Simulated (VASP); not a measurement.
A run of VASP 6.6.1 is set up as follows.

The input POSCAR:

```
HfO2
1.0
    4.8135330000      0.0000000000      0.0000000000
    0.0000000000      4.8135330000      0.0000000000
    0.0000000000      0.0000000000      3.2054150000
Hf O
2 4
Direct
    0.0000000000      0.0000000000      0.0000000000
    0.5000000000      0.5000000000      0.5000000000
    0.1949550000      0.8050450000      0.5000000000
    0.3050450000      0.3050450000      0.0000000000
    0.6949550000      0.6949550000      0.0000000000
    0.8050450000      0.1949550000      0.5000000000
```

INCAR.step1

```
PREC = Accurate
ENCUT = 520
ISMEAR = 0
SIGMA = 0.01
LREAL = False
LASPH = True
NELM = 100
NBANDS = 31
GGA = PE
ALGO = Normal
EDIFF = 1E-4
LWAVE = True
LCHARG = False
```

INCAR.step2

```
PREC = Accurate
ENCUT = 520
EDIFF = 1E-6
ISMEAR = 0
SIGMA = 0.01
LREAL = False
LASPH = True
NELM = 100
ALGO = Normal
ISIF = 2
LWAVE = False
LCHARG = False
METAGGA = R2SCAN
LMIXTAU = True
NBANDS = 31
ISTART = 1
```

KPOINTS

```
regular mesh
0
Gamma
  2 2 4
```

Potentials or basis: VASP PAW PBE potentials, release 64 (Hf_pv, O).

Command:

```bash
$ cat potpaw_PBE.64/Hf_pv/POTCAR potpaw_PBE.64/O/POTCAR > POTCAR
$ cp INCAR.step1 INCAR
$ mpirun -np 1 vasp_std > vasp.out
$ cp INCAR.step2 INCAR
$ mpirun -np 1 vasp_std > vasp.out
```

What does it give for the pressure?

0.4 GPa.

What does it give for the largest force?

0.013 eV/Å.

Stress tensor (GPa, compression positive):
```
0.39 0.00 0.00
0.00 0.39 0.00
0.00 0.00 0.50
```

Caveat: the k points lie up to 0.65 Å⁻¹ apart; the PAW data sets were made with another functional, which shifts forces and pressure a little.
